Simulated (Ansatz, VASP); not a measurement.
**TaSi2: VASP beside Ansatz**

```
Ta Si
1.0
     1.80383    1.04144    4.35038
    -1.80383    1.04144    4.35038
     0.00000   -2.08288    4.35038
Ta Si
1 2
Direct
  0.50000 0.50000 0.50000
  0.28899 0.28899 0.28899
  0.71101 0.71101 0.71101
```

Alike in both runs: functional PBE; k mesh 18 × 18 × 18; occupations gaussian, width 0.1 eV; no spin polarisation.

Ansatz relaxed the structure, and its values are those at the end. VASP's run is a single point on that final structure, the one shown.

|  | VASP | Ansatz |
| --- | --- | --- |
| version | VASP 6.6.1 | Ansatz 0.2.0 |
| potentials or method | VASP PAW PBE potentials, release 64 (Ta_pv, Si), cutoff 520 eV | scalar-relativistic, plane waves, PAW |
| valence electrons in the cell | 19 | 21 |

Ansatz gave:

```
gap on the k mesh at the Fermi level (eV) : none
pressure (GPa)                            : 0.0
rms of the force components (eV/Å)        : 0.000
```

Estimate VASP's values.

gap on the k mesh at the Fermi level (eV): none; pressure (GPa): 0.0; rms of the force components (eV/Å): 0.005.

A gap of «none» marks a metal or a gap that the smearing closes. With one functional, cell and mesh, what is left measures potentials, basis and numerics. VASP's potentials hold 19 valence electrons a cell and Ansatz's 21, so a difference there can come from the potentials and not from the codes.

Spin-orbit coupling is off throughout.
